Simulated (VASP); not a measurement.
# MgSe (Fm-3m) in VASP: a series of runs, part 2 of 2

VASP 6.6.1.

**4. Dielectric tensor, r2SCAN**

INCAR reads:

```
  ALGO = Normal
  EDIFF = 1E-8
  ENCUT = 580
  GGA_COMPAT = F
  ISIF = 2
  ISMEAR = 0
  LASPH = T
  LCALCEPS = T
  LCHARG = F
  LMIXTAU = T
  LREAL = F
  LWAVE = F
  METAGGA = R2SCAN
  NELM = 120
  PREC = Accurate
  SIGMA = 0.01
```

KPOINTS reads:

```
k-points
0
Gamma
  6 6 6
```

POSCAR reads:

```
MgSe
1.0
    0.0000000000      2.7362756101      2.7362756101
    2.7362756101      0.0000000000      2.7362756101
    2.7362756101      2.7362756101      0.0000000000
Mg Se
1 1
Direct
    0.0000000000      0.0000000000      0.0000000000
    0.5000000000      0.5000000000      0.5000000000
```

Potentials or basis: VASP PAW PBE potentials, release 64 (Mg, Se).

On the command line:

```bash
cat potpaw_PBE.64/Mg/POTCAR potpaw_PBE.64/Se/POTCAR > POTCAR
mpirun -np 1 vasp_std > vasp.out
```

OUTCAR:

```text
EDIFF = 1E-8
   ENCUT = 580
   ISIF = 2
   ISMEAR = 0
   LASPH = T
   LREAL = F
   METAGGA = R2SCAN
   NELM = 120
   PREC = Accurate

 ion  position               nearest neighbor table
   1  0.000  0.000  0.000-   2 2.74   2 2.74   2 2.74   2 2.74   2 2.74   2 2.74
   2  0.500  0.500  0.500-   1 2.74   1 2.74   1 2.74   1 2.74   1 2.74   1 2.74

  LATTYP: Found a face centered cubic cell.
 ALAT       =     5.4725512202

  Lattice vectors:

 A1 = (   0.0000000000,   2.7362756101,   2.7362756101)
 A2 = (   2.7362756101,   0.0000000000,   2.7362756101)
 A3 = (   2.7362756101,   2.7362756101,   0.0000000000)

Analysis of symmetry for initial positions (statically):
=====================================================================
 Subroutine PRICEL returns:
 Original cell was already a primitive cell.

 Routine SETGRP: Setting up the symmetry group for a
 face centered cubic supercell.

 Subroutine GETGRP returns: Found 48 space group operations
 (whereof 48 operations were pure point group operations)
 out of a pool of 48 trial point group operations.

The static configuration has the point symmetry O_h .

Analysis of symmetry for dynamics (positions and initial velocities):
=====================================================================
 Subroutine PRICEL returns:
 Original cell was already a primitive cell.

 Routine SETGRP: Setting up the symmetry group for a
 face centered cubic supercell.

 Subroutine GETGRP returns: Found 48 space group operations
 (whereof 48 operations were pure point group operations)
 out of a pool of 48 trial point group operations.

The dynamic configuration has the point symmetry O_h .
[... 402 lines left out ...]
  band No.  band energies     occupation
      1      -9.6870      2.00000
      2      -0.4168      2.00000
      3       1.8342      2.00000
      4       1.9348      2.00000
      5   10000.0000      0.00000
      6   10000.0000      0.00000
      7   10000.0000      0.00000
      8   10000.0000      0.00000

 [... further k-points ...]

------------------------ aborting loop because EDIFF is reached ----------------------------------------

            Ionic dipole moment: p[ion]=(   -16.41765   -16.41765   -16.41765 ) |e| Angst

 Total electronic dipole moment: p[elc]=(     0.00000     0.00000     0.01054 ) |e| Angst

 MACROSCOPIC STATIC DIELECTRIC TENSOR (including local field effects)
 ------------------------------------------------------
           5.654448    -0.000000     0.000000
          -0.000000     5.654448    -0.000000
          -0.000000    -0.000000     5.654448
 ------------------------------------------------------

 PIEZOELECTRIC TENSOR (including local field effects) (e Angst)
          XX          YY          ZZ          XY          YZ          ZX
  --------------------------------------------------------------------------------
  x     0.00000     0.00000     0.00000     0.00000     0.00000     0.00000
  y     0.00000     0.00000     0.00000     0.00000     0.00000     0.00000
  z     0.00000     0.00000     0.00000     0.00000     0.00000     0.00000

 PIEZOELECTRIC TENSOR (including local field effects) (C/m^2)
          XX          YY          ZZ          XY          YZ          ZX
  --------------------------------------------------------------------------------
  x     0.00000     0.00000     0.00000     0.00000     0.00000     0.00000
  y     0.00000     0.00000     0.00000     0.00000     0.00000     0.00000
  z     0.00000     0.00000     0.00000     0.00000     0.00000     0.00000

 BORN EFFECTIVE CHARGES (including local field effects) (in |e|, cummulative output)
 ---------------------------------------------------------------------------------
 ion    1
    1     2.39612     0.00000    -0.00000
    2     0.00000     2.39612     0.00000
    3    -0.00000    -0.00000     2.39612
 ion    2
    1    -2.39612    -0.00000     0.00000
    2    -0.00000    -2.39612    -0.00000
    3    -0.00000    -0.00000    -2.39612

  FORCE on cell =-STRESS in cart. coord.  units (eV):
  Direction    XX          YY          ZZ          XY          YZ          ZX
  --------------------------------------------------------------------------------------
  -------------------------------------------------------------------------------------
  Total       -0.0740002     -0.0740002     -0.0740002      0.0000000      0.0000000     -0.0000000
  in kB       -2.8935694     -2.8935694     -2.8935694      0.0000000      0.0000000     -0.0000000
  external PRESSURE =      -2.8935694 kB  Pullay stress =       0.0000000 kB

 VOLUME and BASIS-vectors are now :
 -----------------------------------------------------------------------------
  energy-cutoff  :      580.00
  volume of cell :       40.97
      direct lattice vectors                 reciprocal lattice vectors
     0.000000000  2.736275610  2.736275610    -0.182730131  0.182730131  0.182730131
     2.736275610  0.000000000  2.736275610     0.182730131 -0.182730131  0.182730131
     2.736275610  2.736275610  0.000000000     0.182730131  0.182730131 -0.182730131

 POSITION                                       TOTAL-FORCE (eV/Angst)
 -----------------------------------------------------------------------------------
      0.00000      0.00000      0.00000        -0.000000      0.000000     -0.000000
      2.73628      2.73628      2.73628         0.000000     -0.000000      0.000000
 -----------------------------------------------------------------------------------
    total drift:                               -0.000000     -0.000000      0.000000

  FREE ENERGIE OF THE ION-ELECTRON SYSTEM (eV)
  ---------------------------------------------------
  free  energy   TOTEN  =       -21.3771134699 eV

  energy  without entropy=      -21.3771134699  energy(sigma->0) =      -21.37711347
```

It took 32 min on 1 thread of AMD EPYC 7R43 (Zen 3), shared host; peak memory 0.25 GiB.

Results:

```yaml
Band_gap_on_the_k_mesh: 2.44 eV (least direct gap 3.41 eV)
Electronic_dielectric_tensor_diagonal: 5.65
Born_charges_mean_of_the_diagonal: Mg +2.40; Se -2.40 e
```

Electronic dielectric tensor:
```
5.65 0.00 0.00
0.00 5.65 0.00
0.00 0.00 5.65
```

Born effective charge tensors (e):
atom 1, Mg
```
2.40 0.00 0.00
0.00 2.40 0.00
0.00 0.00 2.40
```
atom 2, Se
```
-2.40  0.00  0.00
 0.00 -2.40  0.00
 0.00  0.00 -2.40
```

Dipole moments of the cell (e·Å, modulo the quantum): ionic -16.418, -16.418, -16.418; electronic 0.000, 0.000, 0.011

Caveat: the PAW data sets were made with another functional, which shifts forces and pressure a little. A k mesh can miss the band edges.

**5. Overview**

| task | level | cell | cutoff (eV) | gap on the mesh (eV) |
| --- | --- | --- | --- | --- |
| dielectric tensor | PBE | a = 3.870 Å, angles 60.0°, 2 atoms | 520 | 1.78 |
| vibrations by perturbation theory | PBEsol | a = 3.854 Å, angles 60.0°, 2 atoms | 600 | - |
| dielectric tensor | r2SCAN | a = 3.870 Å, angles 60.0°, 2 atoms | 580 | 2.44 |

Alike in all rows: potentials or basis VASP PAW PBE potentials, release 64 (Mg, Se); no spin polarisation; k mesh 6 × 6 × 6; smearing gaussian 0.01 eV.

Caveats: the PAW data sets were made with another functional, which shifts forces and pressure a little (at least some runs).

Absolute energies hang on the potentials; compare differences alone.
